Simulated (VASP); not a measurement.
Runs of VASP 6.6.1 on Ga. The structure is that of space group I4/mmm (No. 139), or close to it. The cells are those of the table. 

| cell | further INCAR settings | gap on the mesh (eV) | pressure (GPa) |
| --- | --- | --- | --- |
| a = 2.982 Å, angles 123.8, 124.1, 83.2°, 1 atom | ALGO = Fast; EDIFF = 1e-07; NBANDS = 12 | none | (a) |
| a = 2.972 Å, angles 123.6, 124.8, 82.8°, 1 atom | ALGO = Fast; EDIFF = 1e-06; NBANDS = 12 | none | 1.9 |
| a = 2.975 Å, angles 123.7, 124.6, 83.0°, 1 atom | ALGO = Fast; EDIFF = 1e-07; NBANDS = 12 | none | 1.4 |
| a = 2.979 Å, angles 123.8, 124.4, 83.1°, 1 atom | ALGO = Fast; EDIFF = 1e-07; NBANDS = 12 | none | 1.1 |

Alike in all rows: task single point; level PBEsol; potentials or basis VASP PAW PBE potentials, release 64 (Ga_d); no spin polarisation; k mesh 24 × 24 × 24; cutoff (eV) 520; smearing gaussian 0.15 eV.

Question: Estimate the missing entries.

Answer: (a) 0.7.

Caveats: the PAW data sets were made with another functional, which shifts forces and pressure a little.

A k mesh can miss the band edges, and the runs leave out spin-orbit coupling on Ga.

A gap of «none» marks levels without a gap at the run's occupations.
